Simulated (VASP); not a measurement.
# H3W8C9 in VASP: single point with LDA

Aim: the single point of H3W8C9 with LDA.

Program: VASP 6.6.1. These are calculated values, not measurements. Logs are shortened: lines on timing, memory, paths and dates and some standing lists are left out, and cuts for length are marked.

### Step 1. The cell of the first run

The cell holds a slab with vacuum, 20 atoms: a = 5.716 Å, b = 5.610 Å, c = 16.125 Å, α = 90.00°, β = 90.00°, γ = 90.00°.

### Step 2. Single point, LDA

INCAR

```
ALGO     = Normal         # electronic algorithm
EDIFF    = 1E-7           # SCF threshold, eV
ENCUT    = 520            # plane-wave cutoff, eV
ISIF     = 2              # what is computed and relaxed
ISMEAR   = 0              # smearing method
LASPH    = T              # aspherical terms in the spheres
LCHARG   = F              # write CHGCAR
LREAL    = Auto         
LWAVE    = F              # write WAVECAR
NBANDS   = 92             # bands
NELM     = 60             # most SCF steps
PREC     = Accurate       # precision mode
SIGMA    = 0.1            # smearing width, eV
```

KPOINTS

```
k-points
0
Gamma
  4 5 1
```

POSCAR

```
H3W8C9
1.0
    5.7156600000      0.0000000000      0.0000000000
    0.0000000000      5.6104000000      0.0000000000
    0.0000000000      0.0000000000     16.1249220000
W C H
8 9 3
Direct
    0.0000000000      0.0000000000      0.0620158039
    0.2520779752      0.0006256238      0.2098187514
    0.0000000000      0.5000000000      0.0620158039
    0.2513924901      0.4987979467      0.2116789154
    0.5000000000      0.0000000000      0.0620158039
    0.7490095632     -0.0007924569      0.2072212814
    0.5000000000      0.5000000000      0.0620158039
    0.7563184304      0.5032954870      0.2137091268
    0.0088976601      0.2524884144      0.1599455799
    0.4784073930      0.2467613717      0.2783723853
   -0.0057832341      0.7496581349      0.1521625965
    0.0481260257      0.7578074647      0.2818942008
    0.5146954158      0.2506143947      0.1513351196
    0.7063728423      0.2447381648      0.3097345835
    0.4947421645      0.7476024882      0.1596885244
    0.8446004486      0.8053937331      0.3283642550
    0.8099977955      0.0584430700      0.3673112341
    0.7578263928     -0.3415104092      0.3624103732
    0.9842515125      0.1176589904      0.3882725138
    0.6970397119      0.0383562669      0.4222446471
```

Potentials or basis: VASP PAW LDA potentials, release 64 (W_sv, C, H).

Launch:

```sh
cat potpaw_LDA.64/W_sv/POTCAR potpaw_LDA.64/C/POTCAR potpaw_LDA.64/H/POTCAR > POTCAR
mpirun -np 1 vasp_std > vasp.out
```

OUTCAR:

```text
EDIFF = 1E-7
   ENCUT = 520
   ISIF = 2
   ISMEAR = 0
   LASPH = T
   LREAL = Auto
   NELM = 60
   PREC = Accurate

 ion  position               nearest neighbor table
   1  0.000  0.000  0.062-  11 2.02   9 2.12   6 2.75   2 2.78   3 2.81   3 2.81   5 2.86   5 2.86

   2  0.252  0.001  0.210-  12 2.14   9 2.14  15 2.14  10 2.19  11 2.24  13 2.26   5 2.77   1 2.78
                             4 2.80   4 2.82   6 2.84   6 2.88
   3  0.000  0.500  0.062-  11 2.02   9 2.10   1 2.81   1 2.81   4 2.81   8 2.81   7 2.86   7 2.86

   4  0.251  0.499  0.212-   9 2.13  15 2.14  12 2.18  10 2.20  11 2.25  13 2.27   2 2.80   7 2.80
                             3 2.81   2 2.82   8 2.83   8 2.89
   5  0.500  0.000  0.062-  13 2.01  15 2.12   6 2.74   2 2.77   7 2.81   7 2.81   1 2.86   1 2.86

   6  0.749  0.999  0.207-  13 2.14  14 2.17  15 2.17  11 2.17   9 2.19  16 2.30  10 2.37  12 2.49
                            17 2.63   5 2.74   1 2.75   8 2.78   8 2.83   2 2.84   2 2.88
   7  0.500  0.500  0.062-  13 2.01  15 2.10   4 2.80   5 2.81   5 2.81   8 2.85   3 2.86   3 2.86

   8  0.756  0.503  0.214-  14 2.14  11 2.18   9 2.19  15 2.21  13 2.22  10 2.38  12 2.46  16 2.56
                             6 2.78   3 2.81   4 2.83   6 2.83   7 2.85   4 2.89
   9  0.009  0.252  0.160-   3 2.10   1 2.12   4 2.13   2 2.14   6 2.19   8 2.19
  10  0.478  0.247  0.278-  14 1.40  13 2.06   2 2.19   4 2.20   6 2.37   8 2.38
  11  0.994  0.750  0.152-   3 2.02   1 2.02   6 2.17   8 2.18   2 2.24   4 2.25
  12  0.048  0.758  0.282-  16 1.41   2 2.14   4 2.18   8 2.46   6 2.49
  13  0.515  0.251  0.151-   7 2.01   5 2.01  10 2.06   6 2.14   8 2.22   2 2.26   4 2.27
  14  0.706  0.245  0.310-  10 1.40  17 1.52   8 2.14   6 2.17
  15  0.495  0.748  0.160-   7 2.10   5 2.12   4 2.14   2 2.14   6 2.17   8 2.21
  16  0.845  0.805  0.328-  18 1.11  12 1.41  17 1.56   6 2.30   8 2.56
  17  0.810  0.058  0.367-  20 1.10  19 1.10  14 1.52  16 1.56   6 2.63
  18  0.758  0.658  0.362-  16 1.11
  19  0.984  0.118  0.388-  17 1.10
  20  0.697  0.038  0.422-  17 1.10

  LATTYP: Found a simple orthorhombic cell.
 ALAT       =     5.6104000000
 B/A-ratio  =     1.0187615856
 C/A-ratio  =     2.8741127192

  Lattice vectors:

 A1 = (   0.0000000000,  -5.6104000000,   0.0000000000)
 A2 = (   5.7156600000,   0.0000000000,   0.0000000000)
 A3 = (   0.0000000000,   0.0000000000,  16.1249220000)

Analysis of symmetry for initial positions (statically):
=====================================================================
 Subroutine PRICEL returns:
 Original cell was already a primitive cell.

 Routine SETGRP: Setting up the symmetry group for a
 simple orthorhombic supercell.

 Subroutine GETGRP returns: Found  1 space group operations
 (whereof  1 operations were pure point group operations)
 out of a pool of  8 trial point group operations.

The static configuration has the point symmetry C_1 .

Analysis of symmetry for dynamics (positions and initial velocities):
=====================================================================
 Subroutine PRICEL returns:
 Original cell was already a primitive cell.

 Routine SETGRP: Setting up the symmetry group for a
 simple orthorhombic supercell.

 Subroutine GETGRP returns: Found  1 space group operations
 (whereof  1 operations were pure point group operations)
 out of a pool of  8 trial point group operations.

The dynamic configuration has the point symmetry C_1 .

 Subroutine INISYM returns: Found  1 space group operations
 (whereof  1 operations are pure point group operations),
 and found     1 'primitive' translations

----------------------------------------------------------------------------------------

                                     Primitive cell

  volume of cell :     517.0801

  direct lattice vectors                    reciprocal lattice vectors
     5.715660000  0.000000000  0.000000000     0.174957923  0.000000000  0.000000000
     0.000000000  5.610400000  0.000000000     0.000000000  0.178240411  0.000000000
     0.000000000  0.000000000 16.124922000     0.000000000  0.000000000  0.062015804

  length of vectors
     5.715660000  5.610400000 16.124922000     0.174957923  0.178240411  0.062015804

  position of ions in fractional coordinates (direct lattice)
     0.000000000  0.000000000  0.062015804
     0.252077975  0.000625624  0.209818751
     0.000000000  0.500000000  0.062015804
     0.251392490  0.498797947  0.211678915
     0.500000000  0.000000000  0.062015804
     0.749009563  0.999207543  0.207221281
[... 12 lines left out ...]
     0.984251513  0.117658990  0.388272514
     0.697039712  0.038356267  0.422244647

  ion indices of the primitive-cell ions
   primitive index   ion index
                 1           1
                 2           2
                 3           3
                 4           4
                 5           5
                 6           6
[... 12 lines left out ...]
                19          19
                20          20

----------------------------------------------------------------------------------------

 KPOINTS: k-points

Automatic generation of k-mesh.
 Grid dimensions read from file:
 generate k-points for:    4    5    1

 Generating k-lattice:

  Cartesian coordinates                     Fractional coordinates (reciprocal lattice)
     0.043739481  0.000000000  0.000000000     0.250000000  0.000000000  0.000000000
     0.000000000  0.035648082  0.000000000     0.000000000  0.200000000  0.000000000
     0.000000000  0.000000000  0.062015804     0.000000000  0.000000000  1.000000000

  Length of vectors
     0.043739481  0.035648082  0.062015804

  Shift w.r.t. Gamma in fractional coordinates (k-lattice)
     0.000000000  0.000000000  0.000000000

 Subroutine IBZKPT returns following result:
 ===========================================

 Found     11 irreducible k-points:

 Following reciprocal coordinates:
            Coordinates               Weight
  0.000000  0.000000  0.000000      1.000000
  0.250000  0.000000  0.000000      2.000000
  0.500000  0.000000  0.000000      1.000000
  0.000000  0.200000  0.000000      2.000000
  0.250000  0.200000  0.000000      2.000000
 -0.250000  0.200000  0.000000      2.000000
  0.500000  0.200000  0.000000      2.000000
  0.000000  0.400000  0.000000      2.000000
  0.250000  0.400000  0.000000      2.000000
 -0.250000  0.400000  0.000000      2.000000
  0.500000  0.400000  0.000000      2.000000
   k-points           NKPTS =     11   k-points in BZ     NKDIM =     11   number of bands    NBANDS=     92
   number of dos      NEDOS =    301   number of ions     NIONS =     20
   total plane-waves  NPLWV = 241920
   dimension x,y,z NGX =    48 NGY =   42 NGZ =  120
   dimension x,y,z NGXF=    96 NGYF=   84 NGZF=  240
   ions per type =               8   9   3
   NGX,Y,Z   is equivalent  to a cutoff of  13.96, 12.45, 12.37 a.u.
   NGXF,Y,Z  is equivalent  to a cutoff of  27.92, 24.89, 24.74 a.u.
 SYSTEM =  unknown system
   PREC   = accura    normal or accurate (medium, high low for compatibility)
   ISTART =      0    job   : 0-new  1-cont  2-samecut
   ICHARG =      2    charge: 1-file 2-atom 10-const
   ISPIN  =      1    spin polarized calculation?
   LNONCOLLINEAR =      F non collinear calculations
   LSORBIT =      F    spin-orbit coupling
   LASPH  =      T    aspherical Exc in radial PAW
   ENCUT  =  520.0 eV  38.22 Ry    6.18 a.u.  10.63 10.43 29.98*2*pi/ulx,y,z
   NELM   =     60;   NELMIN=  2; NELMDL= -5     # of ELM steps
   EDIFF  = 0.1E-06   stopping-criterion for ELM
   LREAL  =      T    real-space projection
   EDIFFG = 0.1E-05   stopping-criterion for IOM
   NSW    =      0    number of steps for IOM
   IBRION =     -1    ionic relax: 0-MD 1-quasi-New 2-CG
   NFREE  =      0    steps in history (QN), initial steepest desc. (CG)
   ISIF   =      2    stress and relaxation
   ISYM   =      2    0-nonsym 1-usesym 2-fastsym
   POTIM  = 0.5000    time-step for ionic-motion
   TEBEG  =    0.0;   TEEND  =   0.0 temperature during run
   PSTRESS=    0.0 pullay stress
   NELECT =     151.0000    total number of electrons
   NUPDOWN=      -1.0000    fix difference up-down
   EMIN   =  10.00;   EMAX   =-10.00  energy-range for DOS
   EFERMI =   0.00;   METHOD = LEGACY
   ISMEAR =     0;   SIGMA  =   0.10  broadening in eV -4-tet -1-fermi 0-gaus
   EFERMI_NEDOS =   21; number of points for ismear=-14 and -15
   IALGO  =     38    algorithm
   IMIX   =      4    mixing-type and parameters
     AMIX     =   0.40;   BMIX     =  1.00
     AMIX_MAG =   1.60;   BMIX_MAG =  1.00
  volume/ion in A,a.u.               =      25.85       174.47
  Fermi-wavevector in a.u.,A,eV,Ry     =   1.086128  2.052485 16.050454  1.179675
  Thomas-Fermi vector in A             =   2.222258
   LORBIT       =      0    0 simple, 1 ext, 2 COOP (PROOUT), +10 PAW based schemes
   GGA     = CA    functional components
   LHFCALC =     F    Hartree Fock is set to
   AEXX    =    0.0000 exact exchange contribution
   IVDW    =     0    specifies the selected vdW correction
   LEPSILON=     F    determine dielectric tensor
   LRPA    =     F    only Hartree local field effects (RPA)
 non-spin polarized calculation
 Gauss-broadening in eV      SIGMA  =   0.10
  energy-cutoff  :      520.00
  volume of cell :      517.08
 maximum number of plane-waves:     13975
 NGX is ok and might be reduce to    48
   NGX = 21   NGY = 21   NGZ = 59

 number of electron     150.9999977 magnetization

 Free energy of the ion-electron system (eV)
  ---------------------------------------------------
  ext. energy  EPLUGINS =         0.00000000
  ---------------------------------------------------
  free energy    TOTEN  =      -198.70467027 eV

  energy without entropy =     -198.66474510  energy(sigma->0) =     -198.68470769

 E-fermi :   1.1443     XC(G=0):  -6.2066

 val. band max:        1.1277790950   @ k =   0.5000   0.4000   0.0000
 cond. band min:       1.1467062469   @ k =   0.2500   0.0000   0.0000
 fundamental gap:      0.0189271519
 Fermi energy:         1.1443049719

 k-point     1 :       0.0000    0.0000    0.0000
  band No.  band energies     occupation
      1     -73.1792      2.00000
      2     -72.9710      2.00000
      3     -72.9524      2.00000
      4     -72.8236      2.00000
      5     -72.7342      2.00000
      6     -72.6691      2.00000
[... 979 lines left out ...]
     86       2.3202      0.00000
     87       2.8221      0.00000
 [bands above 87 left out]

------------------------ aborting loop because EDIFF is reached ----------------------------------------

  FORCE on cell =-STRESS in cart. coord.  units (eV):
  Direction    XX          YY          ZZ          XY          YZ          ZX
  --------------------------------------------------------------------------------------
  -------------------------------------------------------------------------------------
  Total      -13.7764835     -4.1022685      1.6035537      1.6269469      0.0327517      0.0572026
  in kB      -42.6865565    -12.7109154      4.9686254      5.0411095      0.1014814      0.1772427
  external PRESSURE =     -16.8096155 kB  Pullay stress =       0.0000000 kB

 VOLUME and BASIS-vectors are now :
 -----------------------------------------------------------------------------
  energy-cutoff  :      520.00
  volume of cell :      517.08
      direct lattice vectors                 reciprocal lattice vectors
     5.715660000  0.000000000  0.000000000     0.174957923  0.000000000  0.000000000
     0.000000000  5.610400000  0.000000000     0.000000000  0.178240411  0.000000000
     0.000000000  0.000000000 16.124922000     0.000000000  0.000000000  0.062015804

 POSITION                                       TOTAL-FORCE (eV/Angst)
 -----------------------------------------------------------------------------------
      0.00000      0.00000      1.00000         0.003486      0.422863     -0.182861
      1.44079      0.00351      3.38331        -0.008094     -0.004606      0.074207
      0.00000      2.80520      1.00000        -0.014510     -0.458542      0.133124
      1.43687      2.79846      3.41331         0.001475      0.006003      0.079893
      2.85783      0.00000      1.00000        -0.021523     -0.518241     -0.411295
      4.28108      5.60595      3.34143        -0.003767     -0.026225      0.042025
[... 12 lines left out ...]
      5.62565      0.66011      6.26086         0.052343      0.012567      0.019643
      3.98404      0.21519      6.80866        -0.032810      0.002100      0.044352
 -----------------------------------------------------------------------------------
    total drift:                                0.000715     -0.000321      0.017545

  FREE ENERGIE OF THE ION-ELECTRON SYSTEM (eV)
  ---------------------------------------------------
  free  energy   TOTEN  =      -198.7046702707 eV

  energy  without entropy=     -198.6647451035  energy(sigma->0) =     -198.68470769
```

Wall time 32 min (1 thread of Intel Xeon Platinum 8259CL at 2.50GHz (Skylake/Cascade Lake), shared host); peak memory 0.61 GiB.

Results:

* Free energy: -198.7047 eV
* Largest force: 0.662 eV/Å
* Band gap on the k mesh: zero (an odd number of electrons rules out a gap without spin polarisation)

Forces in eV/Å, atoms in the order of the input:
```
W    0.003  0.423 -0.183
W   -0.008 -0.005  0.074
W   -0.015 -0.459  0.133
W    0.001  0.006  0.080
W   -0.022 -0.518 -0.411
W   -0.004 -0.026  0.042
W    0.013  0.553 -0.128
W   -0.005  0.030  0.053
C    0.000 -0.003 -0.003
C   -0.037  0.001  0.039
C    0.005 -0.005  0.033
C    0.041 -0.022  0.006
C   -0.008  0.004  0.034
C    0.040  0.037  0.104
C    0.014 -0.007  0.006
C    0.001  0.001  0.046
C   -0.011  0.010 -0.007
H   -0.030 -0.037  0.018
H    0.052  0.013  0.020
H   -0.033  0.002  0.044
```

Caveat: there is no dipole correction, which matters where the two faces differ; spin-orbit coupling is left out, which moves the levels of the heavy elements.
